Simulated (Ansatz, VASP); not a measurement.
Two plane-wave programs on As

INCAR

```
PREC = Accurate ; ENCUT = 520
EDIFF = 1E-7 ; ISMEAR = -1
SIGMA = 0.1 ; LREAL = False
LASPH = True ; NELM = 80
ALGO = Normal ; ISIF = 2
LWAVE = False ; LCHARG = False
GGA = B5 ; ALDAX = 1.0
AGGAX = 1.0 ; AGGAC = 1.0
ALDAC = 0.0 ; NBANDS = 12
```

KPOINTS

```
regular mesh
0
Gamma
  14 14 7
```

Contents of POSCAR:

```
As
1.0
    2.8912647632      0.0000000000      0.0000000000
   -1.4456323816      2.5039087340      0.0000000000
    0.0000000000      0.0000000000      5.2174000596
As
2
Direct
    0.3333333333      0.6666666667      0.2500000000
    0.6666666667      0.3333333333      0.7500000000
```

Input for Ansatz:

```yaml
crystal:
  lattice:
    - [2.8912647632, 0.0, 0.0]
    - [-1.4456323816, 2.503908734, 0.0]
    - [0.0, 0.0, 5.2174000596]
  atoms:
    - { symbol: As, position: [0.3333333333, 0.6666666667, 0.25] }
    - { symbol: As, position: [0.6666666667, 0.3333333333, 0.75] }
hamiltonian:
  xc: blyp
  pseudopotentials:
    kind: paw
    azcp:
      As: "pseudopotentials/As.paw.azcp"
basis:
  ecutwfc: 420
  fft_grid_basis: typed
kpoints:
  mp_grid: { grid: [14, 14, 7], shift: [0, 0, 0] }
magnetization:
  spin_polarized: false
scf:
  occupations: { method: fermi_dirac, width: 0.1 }
  lower_state_search: "off"
output:
  stress: true
  write_density: true
  write_potential: true
  elf: true
  volumetric_format: npy
```

Alike in both runs: task single point; functional BLYP; k mesh 14 × 14 × 7; occupations fermi-dirac, width 0.1 eV; no spin polarisation.

|  | VASP | Ansatz |
| --- | --- | --- |
| version | VASP 6.6.1 | Ansatz 0.2.0 |
| potentials or method | VASP PAW PBE potentials, release 64 (As), cutoff 520 eV | plane waves (420 eV) with PAW, scalar-relativistic |
| valence electrons in the cell | 10 | 30 |

```csv
,VASP,Ansatz,Ansatz less VASP
pressure (GPa),10.8,10.4,-0.40
"traceless stress, the component that is largest in VASP (GPa)",-1.90,-1.82,+0.081
```

VASP's potentials were made for PBE, not for BLYP. VASP's potentials hold 10 valence electrons a cell and Ansatz's 30, so a difference there can come from the potentials and not from the codes.
